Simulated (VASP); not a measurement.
Wanted: the native input for a VASP 6.6.1 run.

* Task: single point
* Functional: PBE
* Dispersion: D3(BJ)
* Potentials or basis: VASP PAW PBE potentials, release 64 (C, O, H)
* Cutoff: 520 eV
* k mesh: 1 × 1 × 1
* Occupations: fermi-dirac, width 0.05 eV
* Spin: no spin polarisation
* Dipole correction: no
* Further INCAR settings: LREAL = Auto; ALGO = Normal; EDIFF = 1e-07; NBANDS = 64

The structure of H6C2O lies in POSCAR:

```
H6C2O
1.0
    7.2936330000      0.0000000000      0.0000000000
    0.0000000000      7.2936330000      0.0000000000
    0.0000000000      0.0000000000      7.2936330000
C O H
8 4 24
Direct
    0.2595003066      1.0095654662      0.7088922626
    0.4254806898      1.0404280007      0.5681119409
    0.9976646755      0.5792586493      0.5939289789
    0.8878017306      0.4531212360      0.4759904975
    0.4516130713      0.5431723806      0.0516066547
    0.2858931893      0.6360753276      0.1314845428
    0.6691726880      0.0774511139      0.0293680804
    0.8536623655      0.0702393444      0.1129204061
    0.5615582797      0.8920520130      0.5731711480
    0.7135538627      0.4221490168      0.5738840986
    0.1259454650      0.5981518401      0.0222111532
    0.9907408283      0.0134500872     -0.0095425695
    0.6583001914      0.9654859245      0.6216792098
    0.3599029455      1.0352453983      0.4232595745
    0.5007518201      1.1587503786      0.5828782446
    0.1481429077      1.1222390817      0.6983351095
    0.1698467691      0.9006485520      0.6721753069
    0.3247489968      0.9777706117      0.8407469912
    0.6633731091      0.5355767146      0.6194992262
    0.8557189538      0.5035899119      0.3414347829
    0.9413552889      0.3133143661      0.4650905797
    1.1328922089      0.5982615248      0.5309425358
    0.9463870749      0.7134715991      0.6039788402
    0.9648689480      0.5400737876      0.7317066817
    0.1024729377      0.7027773402     -0.0349482898
    0.2577042196      0.5956839342      0.2754457209
    0.3007691777      0.7900726565      0.1319095710
    0.5828782446      0.5923522612      0.1079160413
    0.4572481231      0.3816342281      0.0932594223
    0.4286067040      0.5484509572     -0.1032407306
    1.0041772050      0.1172803732     -0.0778075892
    0.8790680858      0.2196710473      0.1620043125
    0.8326303229     -0.0069101366      0.2446243182
    0.5556078843      0.0934925023      0.1198579638
    0.6529393513      0.1718348044     -0.0905995681
    0.6426975418     -0.0721999585     -0.0099538872
```

These files were run (other wordings do the same):

INCAR

```
  PREC = Accurate
  ENCUT = 520
  EDIFF = 1E-7
  ISMEAR = -1
  SIGMA = 0.05
  LREAL = Auto
  LASPH = True
  NELM = 100
  ALGO = Normal
  ISIF = 2
  LWAVE = False
  LCHARG = False
  GGA = PE
  IVDW = 12
  NBANDS = 64
```

KPOINTS

```
regular mesh
0
Gamma
  1 1 1
```

Potentials or basis: VASP PAW PBE potentials, release 64 (C, O, H).

Command:

```console
$ cat potpaw_PBE.64/C/POTCAR potpaw_PBE.64/O/POTCAR potpaw_PBE.64/H/POTCAR > POTCAR
$ mpirun -np 1 vasp_gam > vasp.out
```

Results of the run:

```yaml
Pressure: 1.0 GPa
Largest_force: 5.889 eV/Å
Band_gap_on_the_k_mesh: 4.89 eV
Dispersion_energy_per_atom: -0.036 eV
```

Caveat: the k points lie up to 0.86 Å⁻¹ apart.

Run time: 54 s on 1 thread of Intel(R) Xeon(R) 6975P-C (Granite Rapids), with other jobs on the host, peak memory 0.35 GiB.
